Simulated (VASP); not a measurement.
# Pt (I4/mmm) in VASP: notebook

Pt is run at these levels: PBE; tasks: single point.

Everything below comes from runs of VASP 6.6.1. Logs are shortened: lines on timing, memory, paths and dates and some standing lists are left out, and cuts for length are marked.

## (1) The cell of the first run

The structure is tetragonal, space group I4/mmm (No. 139). The conventional cell has a = 2.769 Å, b = 2.769 Å, c = 4.112 Å, α = 90.00°, β = 90.00°, γ = 90.00°. Within 3.6 Å of Pt (site symmetry 4/mmm) lie 12 Pt at 2.77 to 2.84 Å.

## (2) Single point, PBE (strain +0.000 along x and y, +0.050 along z)

Contents of INCAR:

```
  ALGO = Normal
  EDIFF = 1E-6
  ENCUT = 520
  GGA = PE
  ISIF = 2
  ISMEAR = 0
  LASPH = T
  LCHARG = F
  LREAL = F
  LWAVE = F
  NBANDS = 11
  NELM = 60
  PREC = Accurate
  SIGMA = 0.15
```

Contents of KPOINTS:

```
k-points
0
Gamma
  20 20 20
```

Contents of POSCAR:

```
Pt
1.0
    0.0000000000      1.9579000000      2.0557950000
    1.9579000000      0.0000000000      2.0557950000
    1.9579000000      1.9579000000      0.0000000000
Pt
1
Direct
    0.0000000000      0.0000000000      0.0000000000
```

Potentials or basis: VASP PAW PBE potentials, release 64 (Pt).

Started as:

```bash
$ cat potpaw_PBE.64/Pt/POTCAR > POTCAR
$ mpirun -np 1 vasp_std > vasp.out
```

OUTCAR:

```text
EDIFF = 1E-6
   ENCUT = 520
   GGA = PE
   ISIF = 2
   ISMEAR = 0
   LASPH = T
   LREAL = F
   NELM = 60
   PREC = Accurate

 ion  position               nearest neighbor table
   1  0.000  0.000  0.000-

  LATTYP: Found a body centered tetragonal cell.
 ALAT       =     2.7688887338
 C/A-ratio  =     1.4849242405

  Lattice vectors:

 A1 = (  -1.9579000000,   0.0000000000,   2.0557950000)
 A2 = (   1.9579000000,   0.0000000000,   2.0557950000)
 A3 = (   0.0000000000,   1.9579000000,  -2.0557950000)

Analysis of symmetry for initial positions (statically):
=====================================================================
 Subroutine PRICEL returns:
 Original cell was already a primitive cell.

 Routine SETGRP: Setting up the symmetry group for a
 body centered tetragonal supercell.

 Subroutine GETGRP returns: Found 16 space group operations
 (whereof 16 operations were pure point group operations)
 out of a pool of 16 trial point group operations.

The static configuration has the point symmetry D_4h.

Analysis of symmetry for dynamics (positions and initial velocities):
=====================================================================
 Subroutine PRICEL returns:
 Original cell was already a primitive cell.

 Routine SETGRP: Setting up the symmetry group for a
 body centered tetragonal supercell.

 Subroutine GETGRP returns: Found 16 space group operations
 (whereof 16 operations were pure point group operations)
 out of a pool of 16 trial point group operations.

The dynamic configuration has the point symmetry D_4h.

 Subroutine INISYM returns: Found 16 space group operations
 (whereof 16 operations are pure point group operations),
 and found     1 'primitive' translations

----------------------------------------------------------------------------------------

                                     Primitive cell

  volume of cell :      15.7613

  direct lattice vectors                    reciprocal lattice vectors
     0.000000000  1.957900000  2.055795000    -0.255375658  0.255375658  0.243214912
     1.957900000  0.000000000  2.055795000     0.255375658 -0.255375658  0.243214912
     1.957900000  1.957900000  0.000000000     0.255375658  0.255375658 -0.243214912

  length of vectors
     2.838955000  2.838955000  2.768888734     0.435415832  0.435415832  0.435415832

  position of ions in fractional coordinates (direct lattice)
     0.000000000  0.000000000  0.000000000

  ion indices of the primitive-cell ions
   primitive index   ion index
                 1           1

----------------------------------------------------------------------------------------

 KPOINTS: k-points

Automatic generation of k-mesh.
 Grid dimensions read from file:
 generate k-points for:   20   20   20

 Generating k-lattice:

  Cartesian coordinates                     Fractional coordinates (reciprocal lattice)
    -0.012768783  0.012768783  0.012160746     0.050000000 -0.000000000  0.000000000
     0.012768783 -0.012768783  0.012160746    -0.000000000  0.050000000  0.000000000
     0.012768783  0.012768783 -0.012160746     0.000000000  0.000000000  0.050000000

  Length of vectors
     0.021770792  0.021770792  0.021770792

  Shift w.r.t. Gamma in fractional coordinates (k-lattice)
     0.000000000  0.000000000  0.000000000

 Subroutine IBZKPT returns following result:
 ===========================================

 Found    641 irreducible k-points:

 Following reciprocal coordinates:
            Coordinates               Weight
  0.000000  0.000000  0.000000      1.000000
  0.050000 -0.000000  0.000000      8.000000
  0.100000 -0.000000  0.000000      8.000000
  0.150000  0.000000  0.000000      8.000000
  0.200000 -0.000000  0.000000      8.000000
  0.250000  0.000000  0.000000      8.000000
[... 16 lines left out ...]
 -0.400000  0.050000  0.000000      8.000000
 -0.350000  0.050000  0.000000      8.000000
 [... further k-points ...]
   k-points           NKPTS =    641   k-points in BZ     NKDIM =    641   number of bands    NBANDS=     11
   number of dos      NEDOS =    301   number of ions     NIONS =      1
   total plane-waves  NPLWV =  13824
   dimension x,y,z NGX =    24 NGY =   24 NGZ =   24
   dimension x,y,z NGXF=    48 NGYF=   48 NGZF=   48
   ions per type =               1
   NGX,Y,Z   is equivalent  to a cutoff of  14.05, 14.05, 14.41 a.u.
   NGXF,Y,Z  is equivalent  to a cutoff of  28.11, 28.11, 28.82 a.u.
 SYSTEM =  unknown system
   PREC   = accura    normal or accurate (medium, high low for compatibility)
   ISTART =      0    job   : 0-new  1-cont  2-samecut
   ICHARG =      2    charge: 1-file 2-atom 10-const
   ISPIN  =      1    spin polarized calculation?
   LNONCOLLINEAR =      F non collinear calculations
   LSORBIT =      F    spin-orbit coupling
   LASPH  =      T    aspherical Exc in radial PAW
   ENCUT  =  520.0 eV  38.22 Ry    6.18 a.u.   5.28  5.28  5.15*2*pi/ulx,y,z
   NELM   =     60;   NELMIN=  2; NELMDL= -5     # of ELM steps
   EDIFF  = 0.1E-05   stopping-criterion for ELM
   LREAL  =      F    real-space projection
   EDIFFG = 0.1E-04   stopping-criterion for IOM
   NSW    =      0    number of steps for IOM
   IBRION =     -1    ionic relax: 0-MD 1-quasi-New 2-CG
   NFREE  =      0    steps in history (QN), initial steepest desc. (CG)
   ISIF   =      2    stress and relaxation
   ISYM   =      2    0-nonsym 1-usesym 2-fastsym
   POTIM  = 0.5000    time-step for ionic-motion
   TEBEG  =    0.0;   TEEND  =   0.0 temperature during run
   PSTRESS=    0.0 pullay stress
   NELECT =      10.0000    total number of electrons
   NUPDOWN=      -1.0000    fix difference up-down
   EMIN   =  10.00;   EMAX   =-10.00  energy-range for DOS
   EFERMI =   0.00;   METHOD = LEGACY
   ISMEAR =     0;   SIGMA  =   0.15  broadening in eV -4-tet -1-fermi 0-gaus
   EFERMI_NEDOS =   21; number of points for ismear=-14 and -15
   IALGO  =     38    algorithm
   IMIX   =      4    mixing-type and parameters
     AMIX     =   0.40;   BMIX     =  1.00
     AMIX_MAG =   1.60;   BMIX_MAG =  1.00
  volume/ion in A,a.u.               =      15.76       106.36
  Fermi-wavevector in a.u.,A,eV,Ry     =   1.406732  2.658337 26.924483  1.978894
  Thomas-Fermi vector in A             =   2.529062
   LORBIT       =      0    0 simple, 1 ext, 2 COOP (PROOUT), +10 PAW based schemes
   GGA     = PE    functional components
   LHFCALC =     F    Hartree Fock is set to
   AEXX    =    0.0000 exact exchange contribution
   IVDW    =     0    specifies the selected vdW correction
   LEPSILON=     F    determine dielectric tensor
   LRPA    =     F    only Hartree local field effects (RPA)
 non-spin polarized calculation
 Gauss-broadening in eV      SIGMA  =   0.15
  energy-cutoff  :      520.00
  volume of cell :       15.76
 maximum number of plane-waves:       439
 NGX is ok and might be reduce to    24
   NGX = 11   NGY = 11   NGZ = 11

 number of electron      10.0000001 magnetization

 Free energy of the ion-electron system (eV)
  ---------------------------------------------------
  ext. energy  EPLUGINS =         0.00000000
  ---------------------------------------------------
  free energy    TOTEN  =        -6.10140892 eV

  energy without entropy =       -6.08003548  energy(sigma->0) =       -6.09072220

 E-fermi :  10.4305     XC(G=0): -13.2254

 val. band max:       10.4273770190   @ k =  -0.4500   0.0000   0.2500
 cond. band min:      10.4319341800   @ k =   0.4500  -0.0000   0.0500
 fundamental gap:      0.0045571610
 Fermi energy:        10.4304648111

 k-point     1 :       0.0000    0.0000    0.0000
  band No.  band energies     occupation
      1       0.7084      2.00000
      2       6.5536      2.00000
      3       7.1104      2.00000
      4       7.1104      2.00000
      5       8.5819      2.00000
      6       9.2246      2.00000
      7      25.2279      0.00000
      8      29.1600      0.00000
      9      30.2935      0.00000
     10      30.2935      0.00000
     11      35.1432      0.00000

 k-point     2 :       0.0500   -0.0000    0.0000
  band No.  band energies     occupation
      1       0.8052      2.00000
      2       6.5700      2.00000
      3       7.0893      2.00000
      4       7.1481      2.00000
      5       8.5684      2.00000
      6       9.1967      2.00000
      7      25.3736      0.00000
      8      29.0376      0.00000
      9      29.9954      0.00000
     10      30.4395      0.00000
     11      35.7425      0.00000

 k-point     3 :       0.1000   -0.0000    0.0000
  band No.  band energies     occupation
      1       1.0891      2.00000
      2       6.5879      2.00000
      3       7.0569      2.00000
      4       7.2517      2.00000
      5       8.5455      2.00000
      6       9.1261      2.00000
      7      25.7750      0.00000
      8      28.1158      0.00000
      9      30.1097      0.00000
     10      30.8643      0.00000
     11      36.4650      0.00000

 k-point     4 :       0.1500    0.0000    0.0000
  band No.  band energies     occupation
      1       1.5373      2.00000
      2       6.5516      2.00000
      3       7.0655      2.00000
      4       7.3890      2.00000
      5       8.5659      2.00000
      6       9.0538      2.00000
      7      26.2814      0.00000
      8      26.7663      0.00000
      9      30.7110      0.00000
     10      31.5246      0.00000
     11      35.1381      0.00000
[... 239 lines left out ...]
 k-point    22 :      -0.4500    0.0500    0.0000
  band No.  band energies     occupation
      1       3.6429      2.00000
      2       6.5691      2.00000
      3       7.1808      2.00000
      4       9.3456      2.00000
      5      10.2510      1.90942
      6      11.2738      0.00000
      7      16.2014      0.00000
      8      24.7852      0.00000
      9      28.4183      0.00000
     10      29.7842      0.00000
     11      37.1160      0.00000

 k-point    23 :      -0.4000    0.0500    0.0000
  band No.  band energies     occupation
      1       3.6357      2.00000
      2       6.6368      2.00000
      3       7.2288      2.00000
      4       8.7001      2.00000
      5      10.0124      1.99992
      6      10.8823      0.00002
      7      17.4441      0.00000
      8      25.0206      0.00000
      9      28.6995      0.00000
     10      30.4846      0.00000
     11      36.2284      0.00000

 k-point    24 :      -0.3500    0.0500    0.0000
  band No.  band energies     occupation
      1       3.5761      2.00000
      2       6.7349      2.00000
      3       7.3221      2.00000
      4       7.8221      2.00000
      5       9.6813      2.00000
      6      10.4064      1.17952
      7      19.1650      0.00000
      8      25.4517      0.00000
      9      29.3561      0.00000
     10      31.5430      0.00000
     11      34.9846      0.00000

 [... further k-points ...]

------------------------ aborting loop because EDIFF is reached ----------------------------------------

  FORCE on cell =-STRESS in cart. coord.  units (eV):
  Direction    XX          YY          ZZ          XY          YZ          ZX
  --------------------------------------------------------------------------------------
  -------------------------------------------------------------------------------------
  Total       -0.0324386     -0.0324386     -0.5058524      0.0000000      0.0000000      0.0000000
  in kB       -3.2974728     -3.2974728    -51.4213646      0.0000000      0.0000000      0.0000000
  external PRESSURE =     -19.3387701 kB  Pullay stress =       0.0000000 kB

 VOLUME and BASIS-vectors are now :
 -----------------------------------------------------------------------------
  energy-cutoff  :      520.00
  volume of cell :       15.76
      direct lattice vectors                 reciprocal lattice vectors
     0.000000000  1.957900000  2.055795000    -0.255375658  0.255375658  0.243214912
     1.957900000  0.000000000  2.055795000     0.255375658 -0.255375658  0.243214912
     1.957900000  1.957900000  0.000000000     0.255375658  0.255375658 -0.243214912

 POSITION                                       TOTAL-FORCE (eV/Angst)
 -----------------------------------------------------------------------------------
      0.00000      0.00000      0.00000         0.000000      0.000000     -0.000000
 -----------------------------------------------------------------------------------
    total drift:                               -0.000000      0.000000      0.000000

  FREE ENERGIE OF THE ION-ELECTRON SYSTEM (eV)
  ---------------------------------------------------
  free  energy   TOTEN  =        -6.1014089167 eV

  energy  without entropy=       -6.0800354784  energy(sigma->0) =       -6.09072220
```

Run time: 95 s. Hardware: 1 thread of Intel Xeon 8259CL, shared host; peak memory 0.24 GiB.

Results:

```yaml
Free_energy: -6.1014 eV
Pressure: -1.9 GPa
Band_gap_on_the_k_mesh: zero (bands 5 and 6 overlap by 2.30 eV)
```

Stress tensor (GPa, compression positive):
```
-0.33  0.00  0.00
 0.00 -0.33  0.00
 0.00  0.00 -5.14
```

Caveat: the cell differs from its parent crystal (strain +0.000 along x and y, +0.050 along z); spin-orbit coupling is left out, which moves the levels of the heavy elements.

[end of part 1 of 2]
